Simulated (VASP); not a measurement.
A run of VASP 6.6.1:

Contents of POSCAR:

```
IrO
1.0
    2.9201847343      0.0000000000      0.0000000000
   -1.4600923672      2.5289541637      0.0000000000
    0.0000000000      0.0000000000      4.5262863382
Ir O
2 2
Direct
    0.0000000000      0.0000000000      0.0000000000
    0.0000000000      0.0000000000      0.5000000000
    0.3333333333      0.6666666667      0.2500000000
    0.6666666667      0.3333333333      0.7500000000
```

Contents of INCAR.step1:

```
PREC = Accurate
ENCUT = 600
ISMEAR = 0
SIGMA = 0.1
LREAL = False
LASPH = True
NELM = 80
GGA = PE
ALGO = Normal
EDIFF = 1E-4
LWAVE = True
LCHARG = False
```

File INCAR.step2:

```
PREC = Accurate
ENCUT = 600
EDIFF = 1E-6
ISMEAR = 0
SIGMA = 0.1
LREAL = False
LASPH = True
NELM = 80
ALGO = Normal
ISIF = 3
LWAVE = False
LCHARG = False
METAGGA = R2SCAN
LMIXTAU = True
IBRION = 2
NSW = 100
EDIFFG = -0.05
ISTART = 1
```

File KPOINTS:

```
regular mesh
0
Gamma
  6 6 4
```

Potentials or basis: VASP PAW PBE potentials, release 64 (Ir, O).

Command:

```console
$ cat potpaw_PBE.64/Ir/POTCAR potpaw_PBE.64/O/POTCAR > POTCAR
$ cp INCAR.step1 INCAR
$ mpirun -np 1 vasp_std > vasp.out
$ cp INCAR.step2 INCAR
$ mpirun -np 1 vasp_std > vasp.out
```

Hardware: 1 thread of Intel(R) Xeon(R) Platinum 8488C (Sapphire Rapids), with other jobs on the host.

Problem. How long does it take, and how much memory?

Solution. It took 4.7 min on 1 thread of Intel(R) Xeon(R) Platinum 8488C (Sapphire Rapids), on a shared host, peak memory 0.18 GiB. Counts: k points 21, ion steps 8.
